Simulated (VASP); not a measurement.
Wanted: the native input for a VASP 6.6.1 run.

| Property | Result |
| --- | --- |
| Task | single point |
| Functional | PBEsol |
| Potentials or basis | VASP PAW PBE potentials, release 64 (Pt) |
| Cutoff | 520 eV |
| k mesh | 22 × 22 × 22 |
| Occupations | gaussian, width 0.15 eV |
| Spin | collinear spin |
| Starting moments | [0.1] μB |
| Fixed moment | 0.1 μB |
| Dipole correction | no |
| Further INCAR settings | ALGO = Normal; EDIFF = 1e-07; NBANDS = 15 |

The structure of Pt lies in POSCAR:

```
Pt
1.0
    0.0000000000      1.9589709028      1.9589709028
    1.9589709028      0.0000000000      1.9589709028
    1.9589709028      1.9589709028      0.0000000000
Pt
1
Direct
    0.0000000000      0.0000000000      0.0000000000
```

One way to write it, as run:

INCAR

```
SYSTEM = Pt
PREC = Accurate ; ENCUT = 520
EDIFF = 1E-7 ; ISMEAR = 0
SIGMA = 0.15 ; LREAL = .False.
LASPH = .True. ; NELM = 150
ALGO = Normal ; ISIF = 2
LWAVE = .False. ; LCHARG = .False.
ISPIN = 2 ; MAGMOM = 0.1
LORBIT = 11 ; NUPDOWN = 0.1
LMAXMIX = 4 ; GGA = PS
NBANDS = 15
```

KPOINTS

```
Automatic mesh
0
Gamma
  22 22 22
  0 0 0
```

Potentials or basis: VASP PAW PBE potentials, release 64 (Pt).

The run is started by

```console
$ cat potpaw_PBE.64/Pt/POTCAR > POTCAR
$ mpirun -np 1 vasp_std > vasp.out
```

It gave:

```json
{"Pressure": "-0.3 GPa", "Net moment": "0.10 μB per cell", "Site moments": "Pt +0.10 μB", "Valence electrons inside the program's atomic spheres": "Pt 9.29"}
```

Caveat: the PAW data sets were made with another functional, which shifts forces and pressure a little; the total moment is fixed, so each spin has its own Fermi level.

Wall time 100 s on 1 thread of AMD EPYC 9R45 (Zen 5), on a shared host, peak memory 0.2 GiB.
